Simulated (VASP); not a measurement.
Here is a VASP 6.6.1 calculation.

Contents of INCAR:

```
PREC = Accurate
ENCUT = 500
EDIFF = 1E-6
ISMEAR = 1
SIGMA = 0.01
LREAL = False
LASPH = True
NELM = 120
ALGO = Normal
ISIF = 2
LWAVE = False
LCHARG = True
GGA = PS
LELF = True
LVHAR = True
NBANDS = 17
GGA_COMPAT = False
```

Contents of KPOINTS:

```
regular mesh
0
Gamma
  5 5 5
```

File POSCAR:

```
RbBH4
1.0
    0.0000000000      3.4532400000      3.4532400000
    3.4532400000      0.0000000000      3.4532400000
    3.4532400000      3.4532400000      0.0000000000
Rb B H
1 1 4
Direct
    0.0000000000      0.0000000000      0.0000000000
    0.5000000000      0.5000000000      0.5000000000
    0.6024150000      0.6024150000      0.6024150000
    0.1927540000      0.6024150000      0.6024150000
    0.6024150000      0.6024150000      0.1927540000
    0.6024150000      0.1927540000      0.6024150000
```

Potentials or basis: VASP PAW PBE potentials, release 64 (Rb_sv, B, H).

Launch:

```bash
$ cat potpaw_PBE.64/Rb_sv/POTCAR potpaw_PBE.64/B/POTCAR potpaw_PBE.64/H/POTCAR > POTCAR
$ mpirun -np 1 vasp_std > vasp.out
```

Predict the largest force.

0.214 eV/Å.

Predict the pressure.

0.2 GPa.

Forces on the atoms (eV/Å):
```
Rb   0.000  0.000  0.000
B    0.000  0.000  0.000
H    0.124  0.124  0.124
H    0.124 -0.124 -0.124
H   -0.124 -0.124  0.124
H   -0.124  0.124 -0.124
```

Caveat: the PAW data sets were made with another functional, which shifts forces and pressure a little.
